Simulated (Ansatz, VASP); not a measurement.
Two plane-wave programs on Cr

```
Cr
1.0
    -1.52222    1.52222    1.29389
     1.52222   -1.52222    1.29389
     1.52222    1.52222   -1.29389
Cr
1
Direct
  0.00000 0.00000 0.00000
```

Alike in both runs: task single point; functional PBEsol; k mesh 26 × 26 × 26; occupations gaussian, width 0.15 eV; no spin polarisation.

|  | VASP | Ansatz |
| --- | --- | --- |
| version | VASP 6.6.1 | Ansatz 0.2.0 |
| potentials or method | VASP PAW PBE potentials, release 64 (Cr_pv), cutoff 520 eV | scalar-relativistic, plane waves, PAW |
| valence electrons in the cell | 12 | 14 |

VASP gave:

- gap on the k mesh at the Fermi level (eV): none
- pressure (GPa): -14.2
- traceless stress, the component that is largest in VASP (GPa): 25.71

**Question.** Estimate Ansatz's values.

**Answer.** gap on the k mesh at the Fermi level (eV): none; pressure (GPa): -13.7; traceless stress, the component that is largest in VASP (GPa): 26.03.

VASP's potentials were made for PBE, not for PBEsol. A gap of «none» marks a metal or a gap that the smearing closes. The functional is the same, so the differences come from potentials, cutoffs and numerics. VASP's potentials hold 12 valence electrons a cell and Ansatz's 14, so a difference there can come from the potentials and not from the codes.
